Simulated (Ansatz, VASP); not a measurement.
Given: the input of a run of VASP 6.6.1 on MnO.

File INCAR:

```
PREC = Accurate
ENCUT = 520
EDIFF = 1E-7
ISMEAR = -1
SIGMA = 0.05
LREAL = False
LASPH = True
NELM = 150
ALGO = Normal
ISIF = 2
LWAVE = False
LCHARG = False
ISPIN = 2
MAGMOM = 5 0
LORBIT = 11
LMAXMIX = 4
GGA = PE
NBANDS = 20
```

KPOINTS

```
regular mesh
0
Gamma
  10 10 10
```

Contents of POSCAR:

```
MnO
1.0
    2.7248017442      0.0000000000      0.0000000000
    0.0000000000      2.7248017442      0.0000000000
    0.0000000000      0.0000000000      2.7248017442
Mn O
1 1
Direct
    0.0000000000      0.0000000000      0.0000000000
    0.5000000000      0.5000000000      0.5000000000
```

Potentials or basis: VASP PAW PBE potentials, release 64 (Mn_pv, O).

Run with:

```sh
$ cat potpaw_PBE.64/Mn_pv/POTCAR potpaw_PBE.64/O/POTCAR > POTCAR
$ mpirun -np 1 vasp_std > vasp.out
```

Translate it to Ansatz 0.2.0. Potentials there: all-electron LAPW, scalar-relativistic.

As run (the cutoff follows the program's own potentials):

input.yaml

```yaml
crystal:
  lattice:
    - [2.7248017442, 0.0, 0.0]
    - [0.0, 2.7248017442, 0.0]
    - [0.0, 0.0, 2.7248017442]
  atoms:
    - { symbol: Mn, position: [0.0, 0.0, 0.0], spin: 5.0 }
    - { symbol: O, position: [0.5, 0.5, 0.5] }
kpoints:
  mp_grid: { grid: [10, 10, 10] }
scf:
  occupations: { method: fermi_dirac, width: 0.05 }
hamiltonian:
  xc: pbe
  pseudopotentials: { kind: all_electron, lapw: { basis_error: 0.0005 } }
magnetization:
  spin_polarized: true
output:
  forces: true
  stress: true
  eigenvalues: true
```

Potentials or basis: all-electron LAPW, scalar-relativistic.

Launch:

```console
$ ansatz run input.yaml --threads 2 --pin off --max-ram 6144MiB --backend cpu --events-out ev --progress --plain --runs-dir out
```

Both were run:

|  | VASP | Ansatz | Ansatz less VASP |
| --- | --- | --- | --- |
| gap on the k mesh at the Fermi level (eV) | none | none | - |
| pressure (GPa) | 5.1 | 5.1 | -0.01 |
| net moment per atom (μB) | 2.39 | 2.39 | +0.001 |
| size of the moment on the site where the two differ most (μB) | 4.32 | 4.38 | +0.062 |

Site moments also hang on the region over which each program counts them. A gap of «none» marks a metal or a gap that the smearing closes. Ansatz ran all-electron here, and VASP with PAW potentials.
